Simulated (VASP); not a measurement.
# TiB2 (P6_3/mmc) in VASP: a series of runs

TiB2 is run at these levels: PBE; tasks: single point, relaxation of cell and atoms.

All numbers are computed with VASP 6.6.1; they aren't measurements. Logs are shortened: lines on timing, memory, paths and dates and some standing lists are left out, and cuts for length are marked.

## Step 1: The cell of the first run

It takes space group P6_3/mmc (No. 194, hexagonal). Conventional cell: a = 3.869 Å, b = 3.869 Å, c = 4.320 Å, α = 90.00°, β = 90.00°, γ = 120.00°. Ti (site symmetry -6m2) has 11 B at 2.16 to 2.48 Å within 2.9 Å. B (site symmetry -3m) has 8 B at 2.16 to 2.48 Å and 6 Ti at 2.48 Å within 2.9 Å. Within 2.9 Å of B (site symmetry -6m2) lie 5 Ti at 2.16 to 2.23 Å and 6 B at 2.48 Å.

The cell was built from a structure type or drawn by symmetry, and may not be a known phase.

## Step 2: Single point, PBE, collinear spin

Contents of INCAR:

```
SYSTEM = TiB2
PREC = Accurate
ENCUT = 520
EDIFF = 1E-6
ISMEAR = 0
SIGMA = 0.1
LREAL = .FALSE.
LASPH = .TRUE.
NELM = 150
ALGO = Normal
ISIF = 2
LWAVE = .FALSE.
LCHARG = .FALSE.
ISPIN = 2
MAGMOM = 1 1 0 0 0 0
LORBIT = 11
LMAXMIX = 4
GGA = PE
NBANDS = 31
```

Contents of KPOINTS:

```
regular mesh
0
G
  6 6 4
  0 0 0
```

Contents of POSCAR:

```
TiB2
1.0
    3.8694547480      0.0000000000      0.0000000000
   -1.9347273740      3.3510461105      0.0000000000
    0.0000000000      0.0000000000      4.3200028188
Ti B
2 4
Direct
    0.3333333333      0.6666666667      0.2500000000
    0.6666666667      0.3333333333      0.7500000000
    0.0000000000      0.0000000000      0.0000000000
    0.0000000000      0.0000000000      0.5000000000
    0.6666666667      0.3333333333      0.2500000000
    0.3333333333      0.6666666667      0.7500000000
```

Potentials or basis: VASP PAW PBE potentials, release 64 (Ti_sv, B).

Started as:

```sh
> cat potpaw_PBE.64/Ti_sv/POTCAR potpaw_PBE.64/B/POTCAR > POTCAR
> mpirun -np 1 vasp_std > vasp.out
```

OUTCAR:

```text
SYSTEM = TiB2
   PREC = Accurate
   ENCUT = 520
   EDIFF = 1E-6
   ISMEAR = 0
   LREAL = .FALSE.
   LASPH = .TRUE.
   NELM = 150
   ISIF = 2
   ISPIN = 2
   LORBIT = 11
   GGA = PE

 ion  position               nearest neighbor table
   1  0.333  0.667  0.250-   6 2.16   6 2.16   5 2.23   5 2.23   5 2.23   3 2.48   4 2.48   4 2.48
                             3 2.48   4 2.48   3 2.48
   2  0.667  0.333  0.750-   5 2.16   5 2.16   6 2.23   6 2.23   6 2.23   3 2.48   4 2.48   3 2.48
                             4 2.48   3 2.48   4 2.48
   3  0.000  0.000  0.000-   4 2.16   4 2.16   1 2.48   2 2.48   1 2.48   2 2.48   2 2.48   1 2.48

   4  0.000  0.000  0.500-   3 2.16   3 2.16   1 2.48   2 2.48   1 2.48   2 2.48   2 2.48   1 2.48

   5  0.667  0.333  0.250-   2 2.16   2 2.16   1 2.23   1 2.23   1 2.23
   6  0.333  0.667  0.750-   1 2.16   1 2.16   2 2.23   2 2.23   2 2.23

  LATTYP: Found a hexagonal cell.
 ALAT       =     3.8694547480
 C/A-ratio  =     1.1164370952

  Lattice vectors:

 A1 = (   3.8694547480,   0.0000000000,   0.0000000000)
 A2 = (  -1.9347273740,   3.3510461105,   0.0000000000)
 A3 = (   0.0000000000,   0.0000000000,   4.3200028188)

Analysis of symmetry for initial positions (statically):
=====================================================================
 Subroutine PRICEL returns:
 Original cell was already a primitive cell.

 Routine SETGRP: Setting up the symmetry group for a
 hexagonal supercell.

 Subroutine GETGRP returns: Found 24 space group operations
 (whereof 12 operations were pure point group operations)
 out of a pool of 24 trial point group operations.

The static configuration has the point symmetry D_3d.
 The point group associated with its full space group is D_6h.

Analysis of symmetry for dynamics (positions and initial velocities):
=====================================================================
 Subroutine PRICEL returns:
 Original cell was already a primitive cell.

 Routine SETGRP: Setting up the symmetry group for a
 hexagonal supercell.

 Subroutine GETGRP returns: Found 24 space group operations
 (whereof 12 operations were pure point group operations)
 out of a pool of 24 trial point group operations.

The dynamic configuration has the point symmetry D_3d.
 The point group associated with its full space group is D_6h.

Analysis of structural, dynamic, and magnetic symmetry:
=====================================================================
 Subroutine PRICEL returns:
 Original cell was already a primitive cell.

 Routine SETGRP: Setting up the symmetry group for a
 hexagonal supercell.
[... 148 lines left out ...]

 number of electron      36.0000004 magnetization       0.0043435

 number of electron      36.0000004 magnetization      -0.0002748

 Free energy of the ion-electron system (eV)
  ---------------------------------------------------
  ext. energy  EPLUGINS =         0.00000000
  ---------------------------------------------------
  free energy    TOTEN  =       -39.96128816 eV

  energy without entropy =      -39.94872962  energy(sigma->0) =      -39.95500889

 E-fermi :   9.1353     XC(G=0): -12.4399

 val. band max:        9.1035561111   @ k =   0.5000  -0.0000   0.2500
 cond. band min:       9.1436311499   @ k =   0.3333  -0.0000   0.2500
 fundamental gap:      0.0400750388
 Fermi energy:         9.1352703446

 spin component 1

 k-point     1 :       0.0000    0.0000    0.0000
  band No.  band energies     occupation
      1     -47.1833      1.00000
      2     -47.1172      1.00000
      3     -23.6091      1.00000
      4     -23.6091      1.00000
      5     -23.5738      1.00000
      6     -23.4849      1.00000
[... 682 lines left out ...]
     29      15.8805      0.00000
     30      15.8805      0.00000
 Fermi energy:         9.1352703446

 spin component 2

 k-point     1 :       0.0000    0.0000    0.0000
  band No.  band energies     occupation
      1     -47.1834      1.00000
      2     -47.1173      1.00000
      3     -23.6092      1.00000
      4     -23.6092      1.00000
      5     -23.5739      1.00000
      6     -23.4849      1.00000
[... 682 lines left out ...]
     29      15.8804      0.00000
     30      15.8804      0.00000
 [bands above 30 left out]

------------------------ aborting loop because EDIFF is reached ----------------------------------------

  FORCE on cell =-STRESS in cart. coord.  units (eV):
  Direction    XX          YY          ZZ          XY          YZ          ZX
  --------------------------------------------------------------------------------------
  -------------------------------------------------------------------------------------
  Total        0.0577481      0.0577481      0.0841475      0.0000000      0.0000000      0.0000000
  in kB        1.6517115      1.6517115      2.4067864      0.0000000      0.0000000      0.0000000
  external PRESSURE =       1.9034031 kB  Pullay stress =       0.0000000 kB

 VOLUME and BASIS-vectors are now :
 -----------------------------------------------------------------------------
  energy-cutoff  :      520.00
  volume of cell :       56.02
      direct lattice vectors                 reciprocal lattice vectors
     3.869454748  0.000000000  0.000000000     0.258434344  0.149207138  0.000000000
    -1.934727374  3.351046111  0.000000000     0.000000000  0.298414276  0.000000000
     0.000000000  0.000000000  4.320002819     0.000000000  0.000000000  0.231481330

 POSITION                                       TOTAL-FORCE (eV/Angst)
 -----------------------------------------------------------------------------------
     -0.00000      2.23403      1.08000        -0.000000      0.000000      0.000000
      1.93473      1.11702      3.24000         0.000000     -0.000000      0.000000
      0.00000      0.00000      0.00000         0.000000      0.000000      0.000000
      0.00000      0.00000      2.16000         0.000000      0.000000      0.000000
      1.93473      1.11702      1.08000        -0.000000     -0.000000      0.000000
     -0.00000      2.23403      3.24000         0.000000      0.000000      0.000000
 -----------------------------------------------------------------------------------
    total drift:                                0.000000     -0.000000      0.000000

  FREE ENERGIE OF THE ION-ELECTRON SYSTEM (eV)
  ---------------------------------------------------
  free  energy   TOTEN  =       -39.9612881645 eV

  energy  without entropy=      -39.9487296236  energy(sigma->0) =      -39.95500889

 total charge

# of ion       s       p       d       tot
------------------------------------------
    1        2.200   6.208   2.179  10.587
    2        2.200   6.208   2.179  10.587
    3        0.663   0.917   0.000   1.580
    4        0.663   0.917   0.000   1.580
    5        0.767   1.021   0.000   1.787
    6        0.767   1.021   0.000   1.787
--------------------------------------------------
tot          7.259  16.291   4.359  27.909

 magnetization (x)

# of ion       s       p       d       tot
------------------------------------------
    1        0.000  -0.000  -0.000  -0.000
    2        0.000  -0.000  -0.000  -0.000
    3       -0.000   0.000   0.000   0.000
    4       -0.000   0.000   0.000   0.000
    5       -0.000  -0.000   0.000  -0.000
    6       -0.000  -0.000   0.000  -0.000
--------------------------------------------------
tot         -0.000  -0.000  -0.000  -0.000
```

stdout:

```text
POSCAR found type information on POSCAR TiB
 POSCAR found :  2 types and       6 ions
 scaLAPACK will be used
 LDA part: xc-table for (Slater+PW92), standard interpolation
 POSCAR, INCAR and KPOINTS ok, starting setup
 FFT: planning ... GRIDC
 FFT: planning ... GRID_SOFT
 FFT: planning ... GRID
 WAVECAR not read
 entering main loop
```

Run time: 1.8 min. Hardware: 1 thread of Intel Xeon 8259CL, shared host; peak memory 0.22 GiB.

What came out:

```
Free energy                                           : -39.9613 eV
Pressure                                              : 0.2 GPa
Band gap on the k mesh                                : zero (filled and empty bands overlap)
Net moment                                            : 0.00 μB per cell
Valence electrons inside the program's atomic spheres : Ti 10.59; B 1.58, 1.79 (each value once)
```

Levels at points of the mesh, in eV from the Fermi level:
Spin up:
```csv
k point,band 14,band 15,band 16,band 17,band 18,band 19,band 20,band 21,band 22,band 23
"(0.00, 0.00, 0.00)",-2.71,-2.71,-2.55,-1.24,-0.04,-0.04,0.17,0.17,2.92,3.12
"(0.50, 0.00, 0.00)",-4.28,-3.17,-2.16,-0.72,-0.14,-0.13,0.02,1.99,2.97,3.11
"(0.00, 0.00, 0.50)",-4.30,-2.88,-2.88,-1.05,-1.05,1.61,1.61,1.61,1.61,2.88
"(0.50, 0.00, 0.50)",-3.72,-3.41,-3.41,-0.48,-0.48,0.36,0.36,2.02,2.02,3.55
```
Spin down:
| k point | band 15 | band 16 | band 17 | band 18 | band 19 | band 20 | band 21 | band 22 |
| --- | --- | --- | --- | --- | --- | --- | --- | --- |
| (0.00, 0.00, 0.00) | -2.71 | -2.55 | -1.24 | -0.04 | -0.04 | 0.17 | 0.17 | 2.92 |
| (0.50, 0.00, 0.00) | -3.17 | -2.16 | -0.72 | -0.14 | -0.13 | 0.02 | 1.99 | 2.97 |
| (0.00, 0.00, 0.50) | -2.88 | -2.88 | -1.05 | -1.05 | 1.61 | 1.61 | 1.61 | 1.61 |
| (0.50, 0.00, 0.50) | -3.41 | -3.41 | -0.48 | -0.48 | 0.36 | 0.36 | 2.02 | 2.02 |

Caveat: the k points lie up to 0.36 Å⁻¹ apart.

## Step 3: Relaxation of cell and atoms, PBE

Contents of INCAR:

```
  PREC = Accurate
  ENCUT = 600
  EDIFF = 1E-7
  ISMEAR = 0
  SIGMA = 0.1
  LREAL = F
  LASPH = T
  NELM = 60
  ALGO = Normal
  ISIF = 3
  LWAVE = F
  LCHARG = F
  GGA = PE
  IBRION = 2
  NSW = 100
  EDIFFG = -0.01
```

Contents of KPOINTS:

```
Automatic mesh
0
Gamma
  12 12 10
```

POSCAR is that of step 2.

Potentials or basis: VASP PAW PBE potentials, release 64 (Ti_sv, B).

Started as:

```sh
> cat potpaw_PBE.64/Ti_sv/POTCAR potpaw_PBE.64/B/POTCAR > POTCAR
> mpirun -np 1 vasp_std > vasp.out
```

Wall time 12 min (1 thread of Intel Xeon 8259CL, shared host); peak memory 0.3 GiB.

Results (log left out):

* Free energy: -39.9794 eV
* Relaxed volume: 9.38 Å³/atom
* Relaxed cell: a = 3.884 Å, b = 3.884 Å, c = 4.307 Å, α = 90.00°, β = 90.00°, γ = 120.00°
* Space group after relaxing (to 0.1 Å): P6_3/mmc (No. 194)
* Energy gained by relaxing: 0.3 meV/atom
* Ionic steps: 5
* Pressure after relaxing: 0.0 GPa
* Band gap on the k mesh: zero (bands 18 and 19 overlap by 0.80 eV)

The path:
| step | energy change (eV) | largest force (eV/Å) | pressure (GPa) | volume (Å³) |
| --- | --- | --- | --- | --- |
| 1 | 0.0000 | 0.0000 | 0.62 | 56.02 |
| 2 | -0.0019 | 0.0000 | -0.16 | 56.31 |
| 3 | -0.0019 | 0.0000 | -0.25 | 56.34 |
| 4 | -0.0020 | 0.0000 | 0.11 | 56.25 |
| 5 | -0.0020 | 0.0000 | 0.00 | 56.28 |

Final structure:
```xyz
6
Lattice="3.8844 0.0000 0.0000 -1.9422 3.3640 0.0000 0.0000 0.0000 4.3068" Properties=species:S:1:pos:R:3 pbc="T T T"
Ti    0.0000    2.2427    1.0767
Ti    1.9422    1.1213    3.2301
B     0.0000    0.0000    0.0000
B     0.0000    0.0000    2.1534
B     1.9422    1.1213    1.0767
B     0.0000    2.2427    3.2301
```

Levels at points of the mesh, in eV from the Fermi level:
```csv
k point,band 16,band 17,band 18,band 19,band 20,band 21
"(0.00, 0.00, 0.00)",-2.56,-1.23,0.02,0.02,0.25,0.25
"(0.50, 0.00, 0.00)",-2.07,-0.68,-0.10,-0.09,0.09,2.08
"(0.00, 0.00, 0.50)",-2.79,-1.04,-1.04,1.63,1.63,1.63
"(0.50, 0.00, 0.50)",-3.32,-0.44,-0.44,0.40,0.40,2.11
```
